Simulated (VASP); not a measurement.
# AlN (Imm2) in VASP: single point with r2SCAN

Aim: the single point of AlN with r2SCAN.

Program: VASP 6.6.1. These are calculated values, not measurements. Logs are shortened: lines on timing, memory, paths and dates and some standing lists are left out, and cuts for length are marked.

## 1. The cell of the first run

It takes space group Imm2 (No. 44, orthorhombic). Conventional cell: a = 3.090 Å, b = 3.090 Å, c = 4.370 Å, α = 90.00°, β = 90.00°, γ = 90.00°. Al (site symmetry mm2) has 4 N at 1.83 to 1.96 Å within 2.4 Å. Within 2.4 Å of N (site symmetry mm2) lie 4 Al at 1.83 to 1.96 Å.

## 2. Single point, r2SCAN (mode 4 (663.4 1/cm) frozen in, largest displacement +0.075 Å)

POSCAR reads:

```
AlN
1.0
    0.0000000000      2.1849006262      2.1849006262
    2.1849006262      0.0000000000      2.1849006262
    2.1849006262      2.1849006262      0.0000000000
Al N
1 1
Direct
    0.0089100060     -0.0089100060     -0.0089100060
    0.7328367480      0.7671632520      0.7671632520
```

INCAR.step1 reads:

```
SYSTEM = AlN
ALGO = Normal ; EDIFF = 1E-4
ENCUT = 520 ; GGA = PE
ISMEAR = 0 ; LASPH = .True.
LCHARG = .False. ; LREAL = .False.
LWAVE = .True. ; NBANDS = 11
NELM = 80 ; PREC = Accurate
SIGMA = 0.05
```

INCAR.step2 reads:

```
SYSTEM = AlN
ALGO = Normal ; EDIFF = 1E-7
ENCUT = 520 ; ISIF = 2
ISMEAR = 0 ; ISTART = 1
LASPH = .True. ; LCHARG = .False.
LMIXTAU = .True. ; LREAL = .False.
LWAVE = .False. ; METAGGA = R2SCAN
NBANDS = 11 ; NELM = 80
PREC = Accurate ; SIGMA = 0.05
```

KPOINTS reads:

```
k-points
0
Gamma
  10 10 10
  0 0 0
```

Potentials or basis: VASP PAW PBE potentials, release 64 (Al, N).

On the command line:

```sh
$ cat potpaw_PBE.64/Al/POTCAR potpaw_PBE.64/N/POTCAR > POTCAR
$ cp INCAR.step1 INCAR
$ mpirun -np 1 vasp_std > vasp.out
$ cp INCAR.step2 INCAR
$ mpirun -np 1 vasp_std > vasp.out
```

OUTCAR:

```text
SYSTEM = AlN
   EDIFF = 1E-7
   ENCUT = 520
   ISIF = 2
   ISMEAR = 0
   ISTART = 1
   LASPH = .True.
   LREAL = .False.
   METAGGA = R2SCAN
   NELM = 80
   PREC = Accurate

 ion  position               nearest neighbor table
   1  0.009  0.991  0.991-   2 1.83   2 1.83   2 1.96   2 1.96
   2  0.733  0.767  0.767-   1 1.83   1 1.83   1 1.96   1 1.96

  LATTYP: Found a face centered cubic cell.
 ALAT       =     4.3698012524

  Lattice vectors:

 A1 = (   0.0000000000,   2.1849006262,   2.1849006262)
 A2 = (   2.1849006262,   0.0000000000,   2.1849006262)
 A3 = (   2.1849006262,   2.1849006262,   0.0000000000)

Analysis of symmetry for initial positions (statically):
=====================================================================
 Subroutine PRICEL returns:
 Original cell was already a primitive cell.

 Routine SETGRP: Setting up the symmetry group for a
 face centered cubic supercell.

 Subroutine GETGRP returns: Found  4 space group operations
 (whereof  4 operations were pure point group operations)
 out of a pool of 48 trial point group operations.

The static configuration has the point symmetry C_2v.

Analysis of symmetry for dynamics (positions and initial velocities):
=====================================================================
 Subroutine PRICEL returns:
 Original cell was already a primitive cell.

 Routine SETGRP: Setting up the symmetry group for a
 face centered cubic supercell.

 Subroutine GETGRP returns: Found  4 space group operations
 (whereof  4 operations were pure point group operations)
 out of a pool of 48 trial point group operations.

The dynamic configuration has the point symmetry C_2v.

 Subroutine INISYM returns: Found  4 space group operations
 (whereof  4 operations are pure point group operations),
 and found     1 'primitive' translations

----------------------------------------------------------------------------------------

                                     Primitive cell

  volume of cell :      20.8605

  direct lattice vectors                    reciprocal lattice vectors
     0.000000000  2.184900626  2.184900626    -0.228843360  0.228843360  0.228843360
     2.184900626  0.000000000  2.184900626     0.228843360 -0.228843360  0.228843360
     2.184900626  2.184900626  0.000000000     0.228843360  0.228843360 -0.228843360

  length of vectors
     3.089916098  3.089916098  3.089916098     0.396368326  0.396368326  0.396368326

  position of ions in fractional coordinates (direct lattice)
     0.008910006  0.991089994  0.991089994
     0.732836748  0.767163252  0.767163252

  ion indices of the primitive-cell ions
   primitive index   ion index
                 1           1
                 2           2

----------------------------------------------------------------------------------------

 KPOINTS: k-points

Automatic generation of k-mesh.
 Grid dimensions read from file:
 generate k-points for:   10   10   10

 Generating k-lattice:

  Cartesian coordinates                     Fractional coordinates (reciprocal lattice)
    -0.022884336  0.022884336  0.022884336     0.100000000  0.000000000  0.000000000
     0.022884336 -0.022884336  0.022884336     0.000000000  0.100000000  0.000000000
     0.022884336  0.022884336 -0.022884336     0.000000000  0.000000000  0.100000000

  Length of vectors
     0.039636833  0.039636833  0.039636833

  Shift w.r.t. Gamma in fractional coordinates (k-lattice)
     0.000000000  0.000000000  0.000000000

 Subroutine IBZKPT returns following result:
 ===========================================

 Found    171 irreducible k-points:

 Following reciprocal coordinates:
            Coordinates               Weight
  0.000000  0.000000  0.000000      1.000000
  0.100000  0.000000  0.000000      4.000000
  0.000000  0.100000  0.000000      4.000000
  0.200000  0.000000  0.000000      4.000000
  0.000000  0.200000  0.000000      4.000000
  0.300000  0.000000  0.000000      4.000000
[... 16 lines left out ...]
  0.000000  0.400000  0.100000      4.000000
  0.100000  0.000000  0.400000      8.000000
 [... further k-points ...]
   k-points           NKPTS =    171   k-points in BZ     NKDIM =    171   number of bands    NBANDS=     11
   number of dos      NEDOS =    301   number of ions     NIONS =      2
   total plane-waves  NPLWV =  13824
   dimension x,y,z NGX =    24 NGY =   24 NGZ =   24
   dimension x,y,z NGXF=    48 NGYF=   48 NGZF=   48
   ions per type =               1   1
   NGX,Y,Z   is equivalent  to a cutoff of  12.91, 12.91, 12.91 a.u.
   NGXF,Y,Z  is equivalent  to a cutoff of  25.83, 25.83, 25.83 a.u.
 SYSTEM =  AlN
   PREC   = accura    normal or accurate (medium, high low for compatibility)
   ISTART =      1    job   : 0-new  1-cont  2-samecut
   ICHARG =      0    charge: 1-file 2-atom 10-const
   ISPIN  =      1    spin polarized calculation?
   LNONCOLLINEAR =      F non collinear calculations
   LSORBIT =      F    spin-orbit coupling
   LASPH  =      T    aspherical Exc in radial PAW
   ENCUT  =  520.0 eV  38.22 Ry    6.18 a.u.   5.75  5.75  5.75*2*pi/ulx,y,z
   NELM   =     80;   NELMIN=  2; NELMDL=  0     # of ELM steps
   EDIFF  = 0.1E-06   stopping-criterion for ELM
   LREAL  =      F    real-space projection
   EDIFFG = 0.1E-05   stopping-criterion for IOM
   NSW    =      0    number of steps for IOM
   IBRION =     -1    ionic relax: 0-MD 1-quasi-New 2-CG
   NFREE  =      0    steps in history (QN), initial steepest desc. (CG)
   ISIF   =      2    stress and relaxation
   ISYM   =      2    0-nonsym 1-usesym 2-fastsym
   POTIM  = 0.5000    time-step for ionic-motion
   TEBEG  =    0.0;   TEEND  =   0.0 temperature during run
   PSTRESS=    0.0 pullay stress
   NELECT =       8.0000    total number of electrons
   NUPDOWN=      -1.0000    fix difference up-down
   EMIN   =  10.00;   EMAX   =-10.00  energy-range for DOS
   EFERMI =   0.00;   METHOD = LEGACY
   ISMEAR =     0;   SIGMA  =   0.05  broadening in eV -4-tet -1-fermi 0-gaus
   EFERMI_NEDOS =   21; number of points for ismear=-14 and -15
   IALGO  =     38    algorithm
   IMIX   =      4    mixing-type and parameters
     AMIX     =   0.40;   BMIX     =  1.00
     AMIX_MAG =   1.60;   BMIX_MAG =  1.00
  volume/ion in A,a.u.               =      10.43        70.39
  Fermi-wavevector in a.u.,A,eV,Ry     =   1.189405  2.247650 19.247952  1.414685
  Thomas-Fermi vector in A             =   2.325513
   LORBIT       =      0    0 simple, 1 ext, 2 COOP (PROOUT), +10 PAW based schemes
   METAGGA = R2SCAN    functional components
   LHFCALC =     F    Hartree Fock is set to
   AEXX    =    0.0000 exact exchange contribution
   IVDW    =     0    specifies the selected vdW correction
   LEPSILON=     F    determine dielectric tensor
   LRPA    =     F    only Hartree local field effects (RPA)
 non-spin polarized calculation
 Gauss-broadening in eV      SIGMA  =   0.05
  energy-cutoff  :      520.00
  volume of cell :       20.86
 maximum number of plane-waves:       588
   NGX = 11   NGY = 11   NGZ = 11

 number of electron       8.0000000 magnetization

 Free energy of the ion-electron system (eV)
  ---------------------------------------------------
  ext. energy  EPLUGINS =         0.00000000
  ---------------------------------------------------
  free energy    TOTEN  =       -19.08234450 eV

  energy without entropy =      -19.08234450  energy(sigma->0) =      -19.08234450

 E-fermi :   6.1739     XC(G=0): -11.4107

 val. band max:        5.9746600561   @ k =   0.0000   0.0000   0.0000
 cond. band min:       9.6042176367   @ k =   0.5000   0.5000   0.0000
 fundamental gap:      3.6295575807
 Fermi energy:         6.1738860505

 k-point     1 :       0.0000    0.0000    0.0000
  band No.  band energies     occupation
      1     -10.0580      2.00000
      2       5.3575      2.00000
      3       5.6904      2.00000
      4       5.9747      2.00000
      5      10.5315      0.00000
      6      19.1474      0.00000
      7      19.2097      0.00000
      8      19.2257      0.00000
      9      24.1444      0.00000
     10      24.1869      0.00000
     11      25.4576      0.00000

 k-point     2 :       0.1000    0.0000    0.0000
  band No.  band energies     occupation
      1      -9.9110      2.00000
      2       4.6766      2.00000
      3       5.5605      2.00000
      4       5.9188      2.00000
      5      11.1537      0.00000
      6      18.7449      0.00000
      7      19.2899      0.00000
      8      19.4904      0.00000
      9      22.8342      0.00000
     10      22.9341      0.00000
     11      25.3142      0.00000

 k-point     3 :       0.0000    0.1000    0.0000
  band No.  band energies     occupation
      1      -9.9124      2.00000
      2       5.0153      2.00000
      3       5.3086      2.00000
      4       5.7604      2.00000
      5      11.2268      0.00000
      6      18.7088      0.00000
      7      19.3520      0.00000
      8      19.3661      0.00000
      9      23.0665      0.00000
     10      23.0789      0.00000
     11      24.9050      0.00000

 k-point     4 :       0.2000    0.0000    0.0000
  band No.  band energies     occupation
      1      -9.4943      2.00000
      2       3.1190      2.00000
      3       5.4213      2.00000
      4       5.7794      2.00000
      5      12.2809      0.00000
      6      17.9376      0.00000
      7      19.1606      0.00000
      8      19.4648      0.00000
      9      22.3386      0.00000
     10      22.3611      0.00000
     11      24.3561      0.00000
[... 239 lines left out ...]
 k-point    22 :       0.4000    0.1000    0.0000
  band No.  band energies     occupation
      1      -8.3882      2.00000
      2       0.6673      2.00000
      3       4.9386      2.00000
      4       5.2182      2.00000
      5      13.6818      0.00000
      6      16.0669      0.00000
      7      18.1863      0.00000
      8      18.7595      0.00000
      9      23.0189      0.00000
     10      25.9121      0.00000
     11      26.2443      0.00000

 k-point    23 :       0.0000    0.4000    0.1000
  band No.  band energies     occupation
      1      -8.4053      2.00000
      2       0.8464      2.00000
      3       4.7231      2.00000
      4       5.0633      2.00000
      5      13.8422      0.00000
      6      16.0971      0.00000
      7      18.2387      0.00000
      8      18.6161      0.00000
      9      23.2430      0.00000
     10      25.7968      0.00000
     11      26.3131      0.00000

 k-point    24 :       0.1000    0.0000    0.4000
  band No.  band energies     occupation
      1      -8.4068      2.00000
      2       0.8643      2.00000
      3       4.6816      2.00000
      4       5.0835      2.00000
      5      13.8534      0.00000
      6      16.0574      0.00000
      7      18.2304      0.00000
      8      18.5861      0.00000
      9      23.3877      0.00000
     10      25.5021      0.00000
     11      26.6751      0.00000

 [... further k-points ...]
[... 5 lines left out ...]
  --------------------------------------------------------------------------------------
  -------------------------------------------------------------------------------------
  Total       -0.0569576      0.2776568      0.2776568      0.0000000      1.0193443      0.0000000
  in kB       -4.3745906     21.3252356     21.3252356      0.0000000     78.2900254      0.0000000
  external PRESSURE =      12.7586268 kB  Pullay stress =       0.0000000 kB

 VOLUME and BASIS-vectors are now :
 -----------------------------------------------------------------------------
  energy-cutoff  :      520.00
  volume of cell :       20.86
      direct lattice vectors                 reciprocal lattice vectors
     0.000000000  2.184900626  2.184900626    -0.228843360  0.228843360  0.228843360
     2.184900626  0.000000000  2.184900626     0.228843360 -0.228843360  0.228843360
     2.184900626  2.184900626  0.000000000     0.228843360  0.228843360 -0.228843360

 POSITION                                       TOTAL-FORCE (eV/Angst)
 -----------------------------------------------------------------------------------
      4.33087      2.18490      2.18490         1.695247      0.000000      0.000000
      3.35235      3.27735      3.27735        -1.695247      0.000000      0.000000
 -----------------------------------------------------------------------------------
    total drift:                               -0.004704      0.000004      0.000004

  FREE ENERGIE OF THE ION-ELECTRON SYSTEM (eV)
  ---------------------------------------------------
  free  energy   TOTEN  =       -19.0823444956 eV

  energy  without entropy=      -19.0823444956  energy(sigma->0) =      -19.08234450
```

Run time: 3.2 min. Hardware: 1 thread of AMD EPYC 7R13 (Zen 3), shared host; peak memory 0.13 GiB.

What came out:

| Quantity | Value |
| --- | --- |
| Free energy | -19.0823 eV |
| Pressure | 1.3 GPa |
| Largest force | 1.695 eV/Å |
| Band gap on the k mesh | 3.63 eV, indirect (least direct gap 4.56 eV) |

Forces in eV/Å, atoms in the order of the input:
```
Al   1.695  0.000  0.000
N   -1.695  0.000  0.000
```

Levels at points of the mesh, in eV from the valence-band top:
```tsv
k point	band 1	band 2	band 3	band 4	band 5	band 6	band 7	band 8
(0.00, 0.00, 0.00)	-16.03	-0.62	-0.28	0.00	4.56	13.17	13.24	13.25
(0.50, 0.00, 0.00)	-14.01	-6.27	-0.84	-0.52	7.80	10.40	11.55	11.86
(0.00, 0.50, 0.00)	-14.04	-6.09	-1.08	-0.69	7.93	10.55	11.53	11.73
(0.50, 0.50, 0.00)	-13.40	-5.25	-2.09	-2.07	3.63	9.09	14.79	16.68
(0.00, 0.50, 0.50)	-13.40	-5.24	-2.33	-1.89	3.66	9.19	14.80	16.57
```

Caveat: the cell differs from its parent crystal (mode 4 (663.4 1/cm) frozen in, largest displacement +0.075 Å); the PAW data sets were made with another functional, which shifts forces and pressure a little. A k mesh can miss the band edges.
